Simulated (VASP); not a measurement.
# Si2W (I4/mmm) in VASP: a series of runs

The runs below take Si2W through single point, with PBEsol.

Everything below comes from runs of VASP 6.6.1. Logs are shortened: lines on timing, memory, paths and dates and some standing lists are left out, and cuts for length are marked.

## (1) The cell of the first run

The structure is tetragonal, space group I4/mmm (No. 139). The conventional cell has a = 3.244 Å, b = 3.244 Å, c = 7.880 Å, α = 90.00°, β = 90.00°, γ = 90.00°. Si (site symmetry 4mm) has 5 W at 2.62 to 2.64 Å and 9 Si at 2.63 to 3.24 Å within 3.5 Å. Within 3.5 Å of W (site symmetry 4/mmm) lie 10 Si at 2.62 to 2.64 Å and 4 W at 3.24 Å.

## (2) Single point, PBEsol (equal xx and yy strain of +1 %)

File INCAR:

```
SYSTEM = Si2W
PREC = Accurate
ENCUT = 520
EDIFF = 1E-6
ISMEAR = -1
SIGMA = 0.03
LREAL = .False.
LASPH = .True.
NELM = 60
ALGO = Normal
ISIF = 2
LWAVE = .False.
LCHARG = .True.
GGA = PS
LELF = .True.
LVHAR = .True.
NBANDS = 18
```

File KPOINTS:

```
Automatic mesh
0
Gamma
  18 18 18
  0 0 0
```

File POSCAR:

```
Si2W
1.0
   -1.6220600000      1.6220600000      3.9400000000
    1.6220600000     -1.6220600000      3.9400000000
    1.6220600000      1.6220600000     -3.9400000000
Si W
2 1
Direct
    0.3330000000      0.3330000000      0.0000000000
    0.6670000000      0.6670000000      0.0000000000
    0.0000000000      0.0000000000      0.0000000000
```

Potentials or basis: VASP PAW PBE potentials, release 64 (Si, W_sv).

Launch:

```console
$ cat potpaw_PBE.64/Si/POTCAR potpaw_PBE.64/W_sv/POTCAR > POTCAR
$ mpirun -np 1 vasp_std > vasp.out
```

OUTCAR:

```text
SYSTEM = Si2W
   PREC = Accurate
   ENCUT = 520
   EDIFF = 1E-6
   ISMEAR = -1
   LREAL = .False.
   LASPH = .True.
   NELM = 60
   ISIF = 2
   GGA = PS

 ion  position               nearest neighbor table
   1  0.333  0.333  0.000-   3 2.62   2 2.63   2 2.64   2 2.64   2 2.64   2 2.64   3 2.64   3 2.64
                             3 2.64   3 2.64
   2  0.667  0.667  0.000-   3 2.62   1 2.63   1 2.64   1 2.64   1 2.64   1 2.64   3 2.64   3 2.64
                             3 2.64   3 2.64
   3  0.000  0.000  0.000-   1 2.62   2 2.62   2 2.64   1 2.64   2 2.64   2 2.64   2 2.64   1 2.64
                             1 2.64   1 2.64

  LATTYP: Found a body centered tetragonal cell.
 ALAT       =     3.2441200000
 C/A-ratio  =     2.4290100243

  Lattice vectors:

 A1 = (  -1.6220600000,   1.6220600000,   3.9400000000)
 A2 = (   1.6220600000,  -1.6220600000,   3.9400000000)
 A3 = (   1.6220600000,   1.6220600000,  -3.9400000000)

Analysis of symmetry for initial positions (statically):
=====================================================================
 Subroutine PRICEL returns:
 Original cell was already a primitive cell.

 Routine SETGRP: Setting up the symmetry group for a
 body centered tetragonal supercell.

 Subroutine GETGRP returns: Found 16 space group operations
 (whereof 16 operations were pure point group operations)
 out of a pool of 16 trial point group operations.

The static configuration has the point symmetry D_4h.

Analysis of symmetry for dynamics (positions and initial velocities):
=====================================================================
 Subroutine PRICEL returns:
 Original cell was already a primitive cell.

 Routine SETGRP: Setting up the symmetry group for a
 body centered tetragonal supercell.

 Subroutine GETGRP returns: Found 16 space group operations
 (whereof 16 operations were pure point group operations)
 out of a pool of 16 trial point group operations.

The dynamic configuration has the point symmetry D_4h.

 Subroutine INISYM returns: Found 16 space group operations
 (whereof 16 operations are pure point group operations),
 and found     1 'primitive' translations

----------------------------------------------------------------------------------------

                                     Primitive cell

  volume of cell :      41.4658

  direct lattice vectors                    reciprocal lattice vectors
    -1.622060000  1.622060000  3.940000000     0.000000000  0.308250003  0.126903553
     1.622060000 -1.622060000  3.940000000     0.308250003  0.000000000  0.126903553
     1.622060000  1.622060000 -3.940000000     0.308250003  0.308250003  0.000000000

  length of vectors
     4.559139972  4.559139972  4.559139972     0.333350531  0.333350531  0.435931335

  position of ions in fractional coordinates (direct lattice)
     0.333000000  0.333000000  0.000000000
     0.667000000  0.667000000  0.000000000
     0.000000000  0.000000000  0.000000000

  ion indices of the primitive-cell ions
   primitive index   ion index
                 1           1
                 2           2
                 3           3

----------------------------------------------------------------------------------------

 KPOINTS: Automatic mesh

Automatic generation of k-mesh.
 Grid dimensions read from file:
 generate k-points for:   18   18   18

 Generating k-lattice:

  Cartesian coordinates                     Fractional coordinates (reciprocal lattice)
     0.000000000  0.017125000  0.007050197     0.055555556  0.000000000 -0.000000000
     0.017125000  0.000000000  0.007050197     0.000000000  0.055555556 -0.000000000
     0.017125000  0.017125000  0.000000000     0.000000000  0.000000000  0.055555556

  Length of vectors
     0.018519474  0.018519474  0.024218407

  Shift w.r.t. Gamma in fractional coordinates (k-lattice)
     0.000000000  0.000000000  0.000000000

 Subroutine IBZKPT returns following result:
 ===========================================

 Found    480 irreducible k-points:

 Following reciprocal coordinates:
            Coordinates               Weight
  0.000000  0.000000  0.000000      1.000000
  0.055556  0.000000 -0.000000      8.000000
  0.111111  0.000000 -0.000000      8.000000
  0.166667  0.000000 -0.000000      8.000000
  0.222222  0.000000 -0.000000      8.000000
  0.277778  0.000000  0.000000      8.000000
[... 16 lines left out ...]
 -0.277778  0.055556  0.000000     16.000000
 -0.222222  0.055556  0.000000     16.000000
 [... further k-points ...]
   k-points           NKPTS =    480   k-points in BZ     NKDIM =    480   number of bands    NBANDS=     18
   number of dos      NEDOS =    301   number of ions     NIONS =      3
   total plane-waves  NPLWV =  46656
   dimension x,y,z NGX =    36 NGY =   36 NGZ =   36
   dimension x,y,z NGXF=    72 NGYF=   72 NGZF=   72
   ions per type =               2   1
   NGX,Y,Z   is equivalent  to a cutoff of  13.13, 13.13, 13.13 a.u.
   NGXF,Y,Z  is equivalent  to a cutoff of  26.25, 26.25, 26.25 a.u.
 SYSTEM =  Si2W
   PREC   = accura    normal or accurate (medium, high low for compatibility)
   ISTART =      0    job   : 0-new  1-cont  2-samecut
   ICHARG =      2    charge: 1-file 2-atom 10-const
   ISPIN  =      1    spin polarized calculation?
   LNONCOLLINEAR =      F non collinear calculations
   LSORBIT =      F    spin-orbit coupling
   LASPH  =      T    aspherical Exc in radial PAW
   ENCUT  =  520.0 eV  38.22 Ry    6.18 a.u.   8.48  8.48  8.48*2*pi/ulx,y,z
   NELM   =     60;   NELMIN=  2; NELMDL= -5     # of ELM steps
   EDIFF  = 0.1E-05   stopping-criterion for ELM
   LREAL  =      F    real-space projection
   EDIFFG = 0.1E-04   stopping-criterion for IOM
   NSW    =      0    number of steps for IOM
   IBRION =     -1    ionic relax: 0-MD 1-quasi-New 2-CG
   NFREE  =      0    steps in history (QN), initial steepest desc. (CG)
   ISIF   =      2    stress and relaxation
   ISYM   =      2    0-nonsym 1-usesym 2-fastsym
   POTIM  = 0.5000    time-step for ionic-motion
   TEBEG  =    0.0;   TEEND  =   0.0 temperature during run
   PSTRESS=    0.0 pullay stress
   NELECT =      22.0000    total number of electrons
   NUPDOWN=      -1.0000    fix difference up-down
   EMIN   =  10.00;   EMAX   =-10.00  energy-range for DOS
   EFERMI =   0.00;   METHOD = LEGACY
   ISMEAR =    -1;   SIGMA  =   0.03  broadening in eV -4-tet -1-fermi 0-gaus
   EFERMI_NEDOS =   21; number of points for ismear=-14 and -15
   IALGO  =     38    algorithm
   IMIX   =      4    mixing-type and parameters
     AMIX     =   0.40;   BMIX     =  1.00
     AMIX_MAG =   1.60;   BMIX_MAG =  1.00
  volume/ion in A,a.u.               =      13.82        93.28
  Fermi-wavevector in a.u.,A,eV,Ry     =   1.325315  2.504482 23.898079  1.756459
  Thomas-Fermi vector in A             =   2.454785
   LORBIT       =      0    0 simple, 1 ext, 2 COOP (PROOUT), +10 PAW based schemes
   GGA     = PS    functional components
   LHFCALC =     F    Hartree Fock is set to
   AEXX    =    0.0000 exact exchange contribution
   IVDW    =     0    specifies the selected vdW correction
   LEPSILON=     F    determine dielectric tensor
   LRPA    =     F    only Hartree local field effects (RPA)
 non-spin polarized calculation
  energy-cutoff  :      520.00
  volume of cell :       41.47
 maximum number of plane-waves:      1142
 NGX is ok and might be reduce to    36
   NGX = 17   NGY = 17   NGZ = 17

 number of electron      22.0000000 magnetization

 Free energy of the ion-electron system (eV)
  ---------------------------------------------------
  ext. energy  EPLUGINS =         0.00000000
  ---------------------------------------------------
  free energy    TOTEN  =       -26.60593119 eV

  energy without entropy =      -26.60534925  energy(sigma->0) =      -26.60564022

 E-fermi :  11.4935     XC(G=0): -12.4879

 val. band max:       11.4554734287   @ k =  -0.3889   0.5000   0.3333
 cond. band min:      11.5300959081   @ k =  -0.3889  -0.4444   0.3333
 fundamental gap:      0.0746224795
 Fermi energy:        11.4934736775

 k-point     1 :       0.0000    0.0000    0.0000
  band No.  band energies     occupation
      1     -62.3628      2.00000
      2     -26.6097      2.00000
      3     -26.5872      2.00000
      4     -26.5872      2.00000
      5      -2.3709      2.00000
      6       4.8553      2.00000
[... 10 lines left out ...]
     17      17.0002      0.00000
     18      17.0002      0.00000

 k-point     2 :       0.0556    0.0000   -0.0000
  band No.  band energies     occupation
      1     -62.3626      2.00000
      2     -26.6093      2.00000
      3     -26.5931      2.00000
      4     -26.5867      2.00000
      5      -2.3134      2.00000
      6       4.8577      2.00000
[... 10 lines left out ...]
     17      17.0070      0.00000
     18      17.2224      0.00000

 k-point     3 :       0.1111    0.0000   -0.0000
  band No.  band energies     occupation
      1     -62.3620      2.00000
      2     -26.6104      2.00000
      3     -26.6079      2.00000
      4     -26.5851      2.00000
      5      -2.1420      2.00000
      6       4.8550      2.00000
[... 10 lines left out ...]
     17      17.0747      0.00000
     18      17.7677      0.00000

 k-point     4 :       0.1667    0.0000   -0.0000
  band No.  band energies     occupation
      1     -62.3612      2.00000
      2     -26.6364      2.00000
      3     -26.6061      2.00000
      4     -26.5827      2.00000
      5      -1.8605      2.00000
      6       4.8113      2.00000
[... 375 lines left out ...]
      4     -26.5795      2.00000
      5      -0.4637      2.00000
      6       3.9098      2.00000
[... 10 lines left out ...]
     17      18.6040      0.00000
     18      19.5863      0.00000

 k-point    23 :      -0.2778    0.0556    0.0000
  band No.  band energies     occupation
      1     -62.3588      2.00000
      2     -26.7013      2.00000
      3     -26.6000      2.00000
      4     -26.5825      2.00000
      5      -1.0189      2.00000
      6       4.5078      2.00000
[... 10 lines left out ...]
     17      18.3371      0.00000
     18      19.3966      0.00000

 k-point    24 :      -0.2222    0.0556    0.0000
  band No.  band energies     occupation
      1     -62.3599      2.00000
      2     -26.6676      2.00000
      3     -26.6026      2.00000
      4     -26.5856      2.00000
      5      -1.4859      2.00000
      6       4.9227      2.00000
[... 10 lines left out ...]
     17      17.6556      0.00000
     18      19.5149      0.00000

 [... further k-points ...]
[... 5 lines left out ...]
  --------------------------------------------------------------------------------------
  -------------------------------------------------------------------------------------
  Total       -1.9469521     -1.9469521     -1.7651899      0.0000000      0.0000000     -0.0000000
  in kB      -75.2273576    -75.2273576    -68.2043351      0.0000000      0.0000000     -0.0000000
  external PRESSURE =     -72.8863501 kB  Pullay stress =       0.0000000 kB

 VOLUME and BASIS-vectors are now :
 -----------------------------------------------------------------------------
  energy-cutoff  :      520.00
  volume of cell :       41.47
      direct lattice vectors                 reciprocal lattice vectors
    -1.622060000  1.622060000  3.940000000     0.000000000  0.308250003  0.126903553
     1.622060000 -1.622060000  3.940000000     0.308250003  0.000000000  0.126903553
     1.622060000  1.622060000 -3.940000000     0.308250003  0.308250003  0.000000000

 POSITION                                       TOTAL-FORCE (eV/Angst)
 -----------------------------------------------------------------------------------
      0.00000      0.00000      2.62404         0.000000      0.000000      0.308409
      0.00000      0.00000      5.25596        -0.000000     -0.000000     -0.308409
      0.00000      0.00000      0.00000        -0.000000     -0.000000     -0.000000
 -----------------------------------------------------------------------------------
    total drift:                                0.000000      0.000000     -0.000000

  FREE ENERGIE OF THE ION-ELECTRON SYSTEM (eV)
  ---------------------------------------------------
  free  energy   TOTEN  =       -26.6059311865 eV

  energy  without entropy=      -26.6053492536  energy(sigma->0) =      -26.60564022
```

Wall time 6.6 min (1 thread of Intel Xeon Platinum 8559C (Emerald Rapids), shared host); peak memory 0.45 GiB.

Results:

```yaml
Free_energy: -26.6059 eV
Pressure: -7.3 GPa
Largest_force: 0.308 eV/Å
Band_gap_on_the_k_mesh: zero (bands 11 and 12 overlap by 1.29 eV)
```

Forces on the atoms (eV/Å):
```
Si   0.000  0.000  0.308
Si   0.000  0.000 -0.308
W    0.000  0.000  0.000
```

Levels at points of the mesh, in eV from the Fermi level:
```tsv
k point	band 8	band 9	band 10	band 11	band 12	band 13	band 14	band 15
(0.00, 0.00, 0.00)	-3.18	-2.81	-2.81	0.62	2.53	2.94	3.10	3.10
(0.50, 0.00, 0.00)	-4.73	-2.70	-2.67	-0.42	2.58	2.68	3.99	4.24
(0.50, 0.50, 0.00)	-5.52	-4.96	-3.12	-1.67	2.68	2.84	3.00	3.81
(0.50, 0.50, 0.50)	-2.60	-0.88	-0.88	-0.47	-0.47	0.79	4.44	4.66
```

Caveat: the cell differs from its parent crystal (equal xx and yy strain of +1 %); the cell stands under tension; the PAW data sets were made with another functional, which shifts forces and pressure a little; spin-orbit coupling is left out, which moves the levels of the heavy elements.

## (3) Single point, PBEsol (equal xx and yy strain of +2 %)

File INCAR:

```
  PREC = Accurate
  ENCUT = 520
  EDIFF = 1E-6
  ISMEAR = -1
  SIGMA = 0.03
  LREAL = F
  LASPH = T
  NELM = 100
  ALGO = Normal
  ISIF = 2
  LWAVE = F
  LCHARG = F
  GGA = PS
  NBANDS = 18
```

File KPOINTS:

```
Automatic mesh
0
Gamma
  18 18 18
```

File POSCAR:

```
Si2W
1.0
   -1.6381200000      1.6381200000      3.9400000000
    1.6381200000     -1.6381200000      3.9400000000
    1.6381200000      1.6381200000     -3.9400000000
Si W
2 1
Direct
    0.3330000000      0.3330000000      0.0000000000
    0.6670000000      0.6670000000      0.0000000000
    0.0000000000      0.0000000000      0.0000000000
```

Potentials or basis: VASP PAW PBE potentials, release 64 (Si, W_sv).

Launch:

```console
$ cat potpaw_PBE.64/Si/POTCAR potpaw_PBE.64/W_sv/POTCAR > POTCAR
$ mpirun -np 1 vasp_std > vasp.out
```

Wall time 5.9 min (1 thread of Intel Xeon Platinum 8559C (Emerald Rapids), shared host); peak memory 0.46 GiB.

The run converged. Its results:

- Free energy: -26.5552 eV
- Pressure: -10.9 GPa
- Largest force: 0.336 eV/Å
- Band gap on the k mesh: zero (bands 11 and 12 overlap by 1.21 eV)

Forces on the atoms (eV/Å):
```
Si   0.000  0.000  0.336
Si   0.000  0.000 -0.336
W    0.000  0.000  0.000
```

Stress tensor (GPa, compression positive):
```
-12.20   0.00   0.00
  0.00 -12.20   0.00
  0.00   0.00  -8.31
```

Levels at points of the mesh, in eV from the Fermi level:
```csv
k point,band 9,band 10,band 11,band 12,band 13,band 14
"(0.00, 0.00, 0.00)",-2.79,-2.79,0.56,2.37,2.99,2.99
"(0.50, 0.00, 0.00)",-2.65,-2.61,-0.42,2.46,2.61,4.02
"(0.50, 0.50, 0.00)",-4.89,-2.96,-1.66,2.71,2.71,2.88
"(0.50, 0.50, 0.50)",-0.93,-0.93,-0.44,-0.44,0.74,4.51
```

Caveat: the cell differs from its parent crystal (equal xx and yy strain of +2 %); the cell stands under tension; the PAW data sets were made with another functional, which shifts forces and pressure a little; spin-orbit coupling is left out, which moves the levels of the heavy elements.

The gap in the log of VASP goes by the Fermi energy; the results here count the filled bands.